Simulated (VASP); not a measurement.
Wanted: the native input for a VASP 6.6.1 run.

```
Task                   : single point
Functional             : r2SCAN
Potentials or basis    : VASP PAW PBE potentials, release 64 (Ba_sv, Te)
Cutoff                 : 520 eV
k mesh                 : 8 × 8 × 8
Occupations            : gaussian, width 0.02 eV
Spin                   : no spin polarisation
Dipole correction      : no
Further INCAR settings : ALGO = Normal; EDIFF = 1e-06; NBANDS = 15
```

Crystal: BaTe.

```
Ba Te
1.0
     0.00000    3.53122    3.53122
     3.53122    0.00000    3.53122
     3.53122    3.53122    0.00000
Ba Te
1 1
Direct
  0.00000 0.00000 0.00000
  0.50000 0.50000 0.50000
```

These files were run (other wordings do the same):

POSCAR

```
BaTe
1.0
    0.0000000000      3.5312208308      3.5312208308
    3.5312208308      0.0000000000      3.5312208308
    3.5312208308      3.5312208308      0.0000000000
Ba Te
1 1
Direct
    0.0000000000      0.0000000000      0.0000000000
    0.5000000000      0.5000000000      0.5000000000
```

INCAR.step1

```
SYSTEM = BaTe
ALGO = Normal
EDIFF = 1E-4
ENCUT = 520
GGA = PE
ISMEAR = 0
LASPH = .True.
LCHARG = .False.
LREAL = .False.
LWAVE = .True.
NBANDS = 15
NELM = 100
PREC = Accurate
SIGMA = 0.02
```

INCAR.step2

```
SYSTEM = BaTe
ALGO = Normal
EDIFF = 1E-6
ENCUT = 520
ISIF = 2
ISMEAR = 0
ISTART = 1
LASPH = .True.
LCHARG = .False.
LMIXTAU = .True.
LREAL = .False.
LWAVE = .False.
METAGGA = R2SCAN
NBANDS = 15
NELM = 100
PREC = Accurate
SIGMA = 0.02
```

KPOINTS

```
k-points
0
Gamma
  8 8 8
  0 0 0
```

Potentials or basis: VASP PAW PBE potentials, release 64 (Ba_sv, Te).

Launch:

```bash
$ cat potpaw_PBE.64/Ba_sv/POTCAR potpaw_PBE.64/Te/POTCAR > POTCAR
$ cp INCAR.step1 INCAR
$ mpirun -np 1 vasp_std > vasp.out
$ cp INCAR.step2 INCAR
$ mpirun -np 1 vasp_std > vasp.out
```

Results of the run:

- Pressure: 0.3 GPa
- Band gap on the k mesh: 1.93 eV, indirect (least direct gap 2.32 eV)

Caveat: the PAW data sets were made with another functional, which shifts forces and pressure a little; spin-orbit coupling is left out, which moves the levels of the heavy elements.

Run time: 100 s on 1 thread of Intel(R) Xeon(R) 6975P-C (Granite Rapids), on a shared host, peak memory 0.27 GiB.
